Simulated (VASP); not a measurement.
# Mg in VASP: further runs

The runs below take Mg through single point, with PBE.

All numbers are computed with VASP 6.6.1; they aren't measurements. Logs are shortened: lines on timing, memory, paths and dates and some standing lists are left out, and cuts for length are marked.

### 1 The cell of the first run

The cell holds a wire with vacuum, 4 atoms: a = 12.000 Å, b = 9.300 Å, c = 5.915 Å, α = 90.00°, β = 90.00°, γ = 90.00°.

### 2 Single point, PBE, collinear spin, ferromagnetic start

INCAR

```
ALGO = Normal
EDIFF = 1E-6
ENCUT = 520
GGA = PE
ISIF = 2
ISMEAR = 0
ISPIN = 2
LASPH = T
LCHARG = T
LELF = T
LORBIT = 11
LREAL = F
LVHAR = T
LWAVE = F
MAGMOM = 0.5 0.5 0.5 0.5
NBANDS = 16
NELM = 150
PREC = Accurate
SIGMA = 0.05
```

KPOINTS

```
k-points
0
Gamma
  1 1 11
```

POSCAR

```
Mg
1.0
   12.0000000000      0.0000000000      0.0000000000
    0.0000000000      9.3000000000      0.0000000000
    0.0000000000      0.0000000000      5.9154035246
Mg
4
Direct
    0.3710491685      0.5000000000      0.0000000000
    0.3710491685      0.5000000000      0.5000000000
    0.6289508315      0.5000000000      0.0000000000
    0.6289508315      0.5000000000      0.5000000000
```

Potentials or basis: VASP PAW PBE potentials, release 64 (Mg).

Started as:

```console
$ cat potpaw_PBE.64/Mg/POTCAR > POTCAR
$ mpirun -np 1 vasp_std > vasp.out
```

OUTCAR:

```text
EDIFF = 1E-6
   ENCUT = 520
   GGA = PE
   ISIF = 2
   ISMEAR = 0
   ISPIN = 2
   LASPH = T
   LORBIT = 11
   LREAL = F
   NELM = 150
   PREC = Accurate

 ion  position               nearest neighbor table
   1  0.371  0.500  0.000-   2 2.96   2 2.96   3 3.09
   2  0.371  0.500  0.500-   1 2.96   1 2.96   4 3.09
   3  0.629  0.500  0.000-   4 2.96   4 2.96   1 3.09
   4  0.629  0.500  0.500-   3 2.96   3 2.96   2 3.09

  LATTYP: Found a simple orthorhombic cell.
 ALAT       =     5.9154035246
 B/A-ratio  =     1.5721666259
 C/A-ratio  =     2.0286020979

  Lattice vectors:

 A1 = (   0.0000000000,   0.0000000000,  -5.9154035246)
 A2 = (   0.0000000000,   9.3000000000,   0.0000000000)
 A3 = (  12.0000000000,   0.0000000000,   0.0000000000)

Analysis of symmetry for initial positions (statically):
=====================================================================
 Subroutine PRICEL returns following result:

  LATTYP: Found a simple orthorhombic cell.
 ALAT       =     2.9577017623
 B/A-ratio  =     3.1443332518
 C/A-ratio  =     4.0572041958

  Lattice vectors:

 A1 = (   0.0000000000,   0.0000000000,  -2.9577017623)
 A2 = (   0.0000000000,   9.3000000000,   0.0000000000)
 A3 = (  12.0000000000,   0.0000000000,   0.0000000000)

   2 primitive cells build up your supercell.

 Routine SETGRP: Setting up the symmetry group for a
 simple orthorhombic supercell.

 Subroutine GETGRP returns: Found  8 space group operations
 (whereof  8 operations were pure point group operations)
 out of a pool of  8 trial point group operations.

The static configuration has the point symmetry D_2h.

Analysis of symmetry for dynamics (positions and initial velocities):
=====================================================================
 Subroutine PRICEL returns following result:

  LATTYP: Found a simple orthorhombic cell.
 ALAT       =     2.9577017623
 B/A-ratio  =     3.1443332518
 C/A-ratio  =     4.0572041958

  Lattice vectors:

 A1 = (   0.0000000000,   0.0000000000,  -2.9577017623)
 A2 = (   0.0000000000,   9.3000000000,   0.0000000000)
 A3 = (  12.0000000000,   0.0000000000,   0.0000000000)

   2 primitive cells build up your supercell.

 Routine SETGRP: Setting up the symmetry group for a
 simple orthorhombic supercell.

 Subroutine GETGRP returns: Found  8 space group operations
 (whereof  8 operations were pure point group operations)
 out of a pool of  8 trial point group operations.

The dynamic configuration has the point symmetry D_2h.

Analysis of structural, dynamic, and magnetic symmetry:
=====================================================================
 Subroutine PRICEL returns following result:

  LATTYP: Found a simple orthorhombic cell.
 ALAT       =     2.9577017623
 B/A-ratio  =     3.1443332518
 C/A-ratio  =     4.0572041958

  Lattice vectors:

 A1 = (   0.0000000000,   0.0000000000,  -2.9577017623)
 A2 = (   0.0000000000,   9.3000000000,   0.0000000000)
 A3 = (  12.0000000000,   0.0000000000,   0.0000000000)

   2 primitive cells build up your supercell.

 Routine SETGRP: Setting up the symmetry group for a
 simple orthorhombic supercell.

 Subroutine GETGRP returns: Found  8 space group operations
 (whereof  8 operations were pure point group operations)
 out of a pool of  8 trial point group operations.

The overall configuration has the point symmetry D_2h.

 Subroutine INISYM returns: Found  8 space group operations
 (whereof  8 operations are pure point group operations),
 and found     2 'primitive' translations

----------------------------------------------------------------------------------------

                                     Primitive cell

  volume of cell :     330.0795

  direct lattice vectors                    reciprocal lattice vectors
     0.000000000  0.000000000 -2.957701762     0.000000000  0.000000000 -0.338100350
     0.000000000  9.300000000  0.000000000     0.000000000  0.107526882  0.000000000
    12.000000000  0.000000000  0.000000000     0.083333333  0.000000000  0.000000000

  length of vectors
     2.957701762  9.300000000 12.000000000     0.338100350  0.107526882  0.083333333

  position of ions in fractional coordinates (direct lattice)
     0.000000000  0.500000000  0.371049169
     0.000000000  0.500000000  0.628950831

  ion indices of the primitive-cell ions
   primitive index   ion index
                 1           1
                 2           3

----------------------------------------------------------------------------------------

 KPOINTS: k-points

Automatic generation of k-mesh.
 Grid dimensions read from file:
 generate k-points for:    1    1   11

 Generating k-lattice:

  Cartesian coordinates                     Fractional coordinates (reciprocal lattice)
     0.083333333  0.000000000  0.000000000     1.000000000  0.000000000  0.000000000
     0.000000000  0.107526882  0.000000000     0.000000000  1.000000000  0.000000000
     0.000000000  0.000000000  0.015368198     0.000000000  0.000000000  0.090909091

  Length of vectors
     0.083333333  0.107526882  0.015368198

  Shift w.r.t. Gamma in fractional coordinates (k-lattice)
     0.000000000  0.000000000  0.000000000

 Subroutine IBZKPT returns following result:
 ===========================================

 Found      6 irreducible k-points:

 Following reciprocal coordinates:
            Coordinates               Weight
  0.000000  0.000000  0.000000      1.000000
  0.000000  0.000000  0.090909      2.000000
  0.000000  0.000000  0.181818      2.000000
  0.000000  0.000000  0.272727      2.000000
  0.000000  0.000000  0.363636      2.000000
  0.000000  0.000000  0.454545      2.000000
   k-points           NKPTS =      6   k-points in BZ     NKDIM =      6   number of bands    NBANDS=     16
   number of dos      NEDOS =    301   number of ions     NIONS =      4
   total plane-waves  NPLWV = 302400
   dimension x,y,z NGX =    90 NGY =   70 NGZ =   48
   dimension x,y,z NGXF=   180 NGYF=  140 NGZF=   96
   ions per type =               4
   NGX,Y,Z   is equivalent  to a cutoff of  12.47, 12.51, 13.49 a.u.
   NGXF,Y,Z  is equivalent  to a cutoff of  24.94, 25.03, 26.98 a.u.
 SYSTEM =  unknown system
   PREC   = accura    normal or accurate (medium, high low for compatibility)
   ISTART =      0    job   : 0-new  1-cont  2-samecut
   ICHARG =      2    charge: 1-file 2-atom 10-const
   ISPIN  =      2    spin polarized calculation?
   LNONCOLLINEAR =      F non collinear calculations
   LSORBIT =      F    spin-orbit coupling
   LASPH  =      T    aspherical Exc in radial PAW
   ENCUT  =  520.0 eV  38.22 Ry    6.18 a.u.  22.31 17.29 11.00*2*pi/ulx,y,z
   NELM   =    150;   NELMIN=  2; NELMDL= -5     # of ELM steps
   EDIFF  = 0.1E-05   stopping-criterion for ELM
   LREAL  =      F    real-space projection
   EDIFFG = 0.1E-04   stopping-criterion for IOM
   NSW    =      0    number of steps for IOM
   IBRION =     -1    ionic relax: 0-MD 1-quasi-New 2-CG
   NFREE  =      0    steps in history (QN), initial steepest desc. (CG)
   ISIF   =      2    stress and relaxation
   ISYM   =      2    0-nonsym 1-usesym 2-fastsym
   POTIM  = 0.5000    time-step for ionic-motion
   TEBEG  =    0.0;   TEEND  =   0.0 temperature during run
   PSTRESS=    0.0 pullay stress
   NELECT =       8.0000    total number of electrons
   NUPDOWN=      -1.0000    fix difference up-down
   EMIN   =  10.00;   EMAX   =-10.00  energy-range for DOS
   EFERMI =   0.00;   METHOD = LEGACY
   ISMEAR =     0;   SIGMA  =   0.05  broadening in eV -4-tet -1-fermi 0-gaus
   EFERMI_NEDOS =   21; number of points for ismear=-14 and -15
   IALGO  =     38    algorithm
   IMIX   =      4    mixing-type and parameters
     AMIX     =   0.40;   BMIX     =  1.00
     AMIX_MAG =   1.60;   BMIX_MAG =  1.00
  volume/ion in A,a.u.               =     165.04      1113.74
  Fermi-wavevector in a.u.,A,eV,Ry     =   0.376030  0.710593  1.923840  0.141398
  Thomas-Fermi vector in A             =   1.307570
   LORBIT       =     11    0 simple, 1 ext, 2 COOP (PROOUT), +10 PAW based schemes
   GGA     = PE    functional components
   LHFCALC =     F    Hartree Fock is set to
   AEXX    =    0.0000 exact exchange contribution
   IVDW    =     0    specifies the selected vdW correction
   LEPSILON=     F    determine dielectric tensor
   LRPA    =     F    only Hartree local field effects (RPA)
 spin polarized calculation
 Gauss-broadening in eV      SIGMA  =   0.05
  energy-cutoff  :      520.00
  volume of cell :      660.16
 maximum number of plane-waves:     17822
 NGX is ok and might be reduce to    90
   NGX = 45   NGY = 35   NGZ = 21

 number of electron       8.0000000 magnetization       0.9090023

 Free energy of the ion-electron system (eV)
  ---------------------------------------------------
  ext. energy  EPLUGINS =         0.00000000
  ---------------------------------------------------
  free energy    TOTEN  =        -1.67419479 eV

  energy without entropy =       -1.67048458  energy(sigma->0) =       -1.67233969

 E-fermi :  -2.2227     XC(G=0):  -2.6742

 val. band max:       -2.2295738739   @ k =   0.0000   0.0000   0.1818
 cond. band min:      -2.1384354228   @ k =   0.0000   0.0000   0.1818
 fundamental gap:      0.0911384511
 Fermi energy:        -2.2226766682

 spin component 1

 k-point     1 :       0.0000    0.0000    0.0000
  band No.  band energies     occupation
      1      -6.6394      1.00000
      2      -4.9024      1.00000
      3      -2.5952      1.00000
      4      -2.4073      1.00000
      5      -2.3634      0.99997
      6      -2.3265      0.99834
[... 8 lines left out ...]
     15       1.3837      0.00000
     16       1.4243      0.00000

 k-point     2 :       0.0000    0.0000    0.0909
  band No.  band energies     occupation
      1      -6.6039      1.00000
      2      -4.8671      1.00000
      3      -3.1796      1.00000
      4      -2.3733      0.99999
      5      -2.3299      0.99879
      6      -1.6882      0.00000
[... 8 lines left out ...]
     15       1.3129      0.00000
     16       1.3250      0.00000
[... 44 lines left out ...]
      4      -3.2004      1.00000
      5      -1.8637      0.00000
      6      -1.8290      0.00000
[... 8 lines left out ...]
     15       1.8424      0.00000
     16       1.8785      0.00000

 k-point     6 :       0.0000    0.0000    0.4545
  band No.  band energies     occupation
      1      -5.7577      1.00000
      2      -5.3729      1.00000
      3      -4.0260      1.00000
      4      -3.6454      1.00000
      5      -1.5582      0.00000
      6      -1.5300      0.00000
[... 8 lines left out ...]
     15       1.6920      0.00000
     16       1.9344      0.00000
 Fermi energy:        -2.2226766682

 spin component 2

 k-point     1 :       0.0000    0.0000    0.0000
  band No.  band energies     occupation
      1      -6.4124      1.00000
      2      -4.7454      1.00000
      3      -2.4994      1.00000
      4      -2.0582      0.00000
      5      -2.0530      0.00000
      6      -1.9462      0.00000
[... 8 lines left out ...]
     15       1.7772      0.00000
     16       1.8059      0.00000

 k-point     2 :       0.0000    0.0000    0.0909
  band No.  band energies     occupation
      1      -6.3769      1.00000
      2      -4.7101      1.00000
      3      -2.9805      1.00000
      4      -2.0242      0.00000
      5      -2.0195      0.00000
      6      -1.4536      0.00000
[... 8 lines left out ...]
     15       1.5490      0.00000
     16       1.6076      0.00000
[... 45 lines left out ...]
      5      -1.5178      0.00000
      6      -1.5144      0.00000
[... 8 lines left out ...]
     15       2.0430      0.00000
     16       2.1378      0.00000

 k-point     6 :       0.0000    0.0000    0.4545
  band No.  band energies     occupation
      1      -5.5308      1.00000
      2      -5.1466      1.00000
      3      -3.8712      1.00000
      4      -3.4923      1.00000
      5      -1.2178      0.00000
      6      -1.2087      0.00000
[... 8 lines left out ...]
     15       1.9317      0.00000
     16       2.1818      0.00000

------------------------ aborting loop because EDIFF is reached ----------------------------------------

  FORCE on cell =-STRESS in cart. coord.  units (eV):
  Direction    XX          YY          ZZ          XY          YZ          ZX
  --------------------------------------------------------------------------------------
  -------------------------------------------------------------------------------------
  Total       -0.0316586      0.0301445     -0.0660819      0.0000000      0.0000000      0.0000000
  in kB       -0.0768341      0.0731595     -0.1603779      0.0000000      0.0000000      0.0000000
  external PRESSURE =      -0.0546842 kB  Pullay stress =       0.0000000 kB

 VOLUME and BASIS-vectors are now :
 -----------------------------------------------------------------------------
  energy-cutoff  :      520.00
  volume of cell :      660.16
      direct lattice vectors                 reciprocal lattice vectors
    12.000000000  0.000000000  0.000000000     0.083333333  0.000000000  0.000000000
     0.000000000  9.300000000  0.000000000     0.000000000  0.107526882  0.000000000
     0.000000000  0.000000000  5.915403525     0.000000000  0.000000000  0.169050175

 POSITION                                       TOTAL-FORCE (eV/Angst)
 -----------------------------------------------------------------------------------
      4.45259      4.65000      0.00000         0.001624     -0.000000     -0.000000
      4.45259      4.65000      2.95770         0.001624     -0.000000     -0.000000
      7.54741      4.65000      0.00000        -0.001624      0.000000      0.000000
      7.54741      4.65000      2.95770        -0.001624      0.000000      0.000000
 -----------------------------------------------------------------------------------
    total drift:                                0.000000      0.000000     -0.000000

  FREE ENERGIE OF THE ION-ELECTRON SYSTEM (eV)
  ---------------------------------------------------
  free  energy   TOTEN  =        -1.6741947903 eV

  energy  without entropy=       -1.6704845820  energy(sigma->0) =       -1.67233969

 total charge

# of ion       s       p       d       tot
------------------------------------------
    1        0.274   0.070   0.003   0.347
    2        0.274   0.070   0.003   0.347
    3        0.274   0.070   0.003   0.347
    4        0.274   0.070   0.003   0.347
--------------------------------------------------
tot          1.095   0.281   0.012   1.387

 magnetization (x)

# of ion       s       p       d       tot
------------------------------------------
    1        0.004   0.014   0.000   0.018
    2        0.004   0.014   0.000   0.018
    3        0.004   0.014   0.000   0.018
    4        0.004   0.014   0.000   0.018
--------------------------------------------------
tot          0.015   0.055   0.001   0.070
```

Wall time 5 min (1 thread of Intel Xeon Platinum 8259CL at 2.50GHz (Skylake/Cascade Lake), shared host); peak memory 0.84 GiB.

What came out:

```yaml
Free_energy: -1.6742 eV
Net_moment: 0.91 μB per cell
Valence_electrons_inside_the_program's_atomic_spheres: Mg 0.35
```

(Part 1 of 2 ends here.)
